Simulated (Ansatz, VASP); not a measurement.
## GaH6: VASP beside Ansatz

The input INCAR:

```
PREC = Accurate
ENCUT = 600
EDIFF = 1E-6
ISMEAR = 0
SIGMA = 0.1
LREAL = F
LASPH = T
NELM = 100
ALGO = Normal
ISIF = 3
LWAVE = F
LCHARG = F
GGA = PE
IBRION = 2
NSW = 90
EDIFFG = -0.04
```

The input KPOINTS:

```
regular mesh
0
Gamma
  6 6 4
```

The input POSCAR:

```
GaH6
1.0
    4.2945885600      0.0000000000      0.0000000000
   -2.1472942800      3.7192227900      0.0000000000
    0.0000000000      0.0000000000      3.9894724000
Ga H
1 6
Direct
    0.0000000000      0.0000000000      0.5000000000
    0.2056186200      0.0000000000      0.1897703000
    0.0000000000      0.2056186200      0.1897703000
    0.7943813800      0.7943813800      0.1897703000
    0.2056186200      0.0000000000      0.8102297000
    0.0000000000      0.2056186200      0.8102297000
    0.7943813800      0.7943813800      0.8102297000
```

Input for Ansatz:

```yaml
crystal:
  lattice:
    - [4.29458856, 0.0, 0.0]
    - [-2.14729428, 3.71922279, 0.0]
    - [0.0, 0.0, 3.9894724]
  atoms:
    - { symbol: Ga, position: [0.0, 0.0, 0.5] }
    - { symbol: H, position: [0.20561862, 0.0, 0.1897703] }
    - { symbol: H, position: [0.0, 0.20561862, 0.1897703] }
    - { symbol: H, position: [0.79438138, 0.79438138, 0.1897703] }
    - { symbol: H, position: [0.20561862, 0.0, 0.8102297] }
    - { symbol: H, position: [0.0, 0.20561862, 0.8102297] }
    - { symbol: H, position: [0.79438138, 0.79438138, 0.8102297] }
basis:
  ecutwfc: 420
kpoints:
  mp_grid: { grid: [6, 6, 4] }
hamiltonian:
  xc: pbe
scf:
  occupations: { method: gaussian, width: 0.1 }
  lower_state_search: "off"
output:
  forces: true
  stress: true
  eigenvalues: true
relax:
  adjacent_minimum: "off"
  f_tol: 0.04
  max_steps: 70
  cell: { stress_tol: 0.4 }
```

Alike in both runs: task relaxation of cell and atoms; functional PBE; k mesh 6 × 6 × 4; occupations gaussian, width 0.1 eV; no spin polarisation.

```csv
,VASP,Ansatz
version,VASP 6.6.1,Ansatz 0.2.0
potentials or method,"VASP PAW PBE potentials, release 64 (Ga_d, H), cutoff 600 eV","scalar-relativistic, plane waves, PAW"
valence electrons in the cell,19,19
```

|  | VASP | Ansatz | Ansatz less VASP |
| --- | --- | --- | --- |
| gap on the k mesh at the Fermi level, each at its own relaxed structure (eV) | none | none | - |
| relaxed volume (Å³/atom) | 10.35 | 10.65 | +0.302 |
| relaxed cell length with the largest relative difference (Å) | 4.138 | 4.189 | +0.0513 |

A gap of «none» marks a metal or a gap that the smearing closes.

The k mesh is coarse, so the values compare programs but aren't converged.
